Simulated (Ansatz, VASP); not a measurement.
**One calculation of Be, two programs**

Contents of INCAR:

```
  PREC = Accurate
  ENCUT = 600
  EDIFF = 1E-6
  ISMEAR = 0
  SIGMA = 0.1
  LREAL = F
  LASPH = T
  NELM = 80
  ALGO = Normal
  ISIF = 3
  LWAVE = F
  LCHARG = F
  GGA = PS
  IBRION = 2
  NSW = 70
  EDIFFG = -0.005
```

Contents of KPOINTS:

```
Automatic mesh
0
Gamma
  21 21 12
```

Contents of POSCAR:

```
Be
1.0
    2.2626981586      0.0000000000      0.0000000000
   -1.1313490793      1.9595540864      0.0000000000
    0.0000000000      0.0000000000      3.5667383307
Be
2
Direct
    0.3333333333      0.6666666667      0.2500000000
    0.6666666667      0.3333333333      0.7500000000
```

Input for Ansatz:

```yaml
crystal:
  lattice:
    - [2.2626981586, 0.0, 0.0]
    - [-1.1313490793, 1.9595540864, 0.0]
    - [0.0, 0.0, 3.5667383307]
  atoms:
    - { symbol: Be, position: [0.3333333333, 0.6666666667, 0.25] }
    - { symbol: Be, position: [0.6666666667, 0.3333333333, 0.75] }
basis:
  ecutwfc: 420
kpoints:
  mp_grid: { grid: [21, 21, 12] }
hamiltonian:
  xc: pbesol
scf:
  occupations: { method: gaussian, width: 0.1 }
output:
  forces: true
  stress: true
  eigenvalues: true
  write_density: true
  write_potential: true
  elf: true
  volumetric_format: npy
relax:
  adjacent_minimum: "off"
  f_tol: 0.005
  max_steps: 50
  cell: { stress_tol: 0.05 }
```

Alike in both runs: task relaxation of cell and atoms; functional PBEsol; k mesh 21 × 21 × 12; occupations gaussian, width 0.1 eV; no spin polarisation.

|  | VASP | Ansatz |
| --- | --- | --- |
| version | VASP 6.6.1 | Ansatz 0.2.0 |
| potentials or method | VASP PAW PBE potentials, release 64 (Be), cutoff 600 eV | scalar-relativistic, plane waves, PAW |
| valence electrons in the cell | 4 | 4 |

Ansatz gave:

- gap on the k mesh at the Fermi level, each at its own relaxed structure (eV): none
- relaxed volume (Å³/atom): 7.84
- relaxed length of the cell vector where the two differ most in proportion (Å): 2.255

Problem. Estimate VASP's values.

Solution. gap on the k mesh at the Fermi level, each at its own relaxed structure (eV): none; relaxed volume (Å³/atom): 7.86; relaxed length of the cell vector where the two differ most in proportion (Å): 2.257.

VASP's potentials were made for PBE, not for PBEsol. A gap of «none» marks a metal or a gap that the smearing closes.
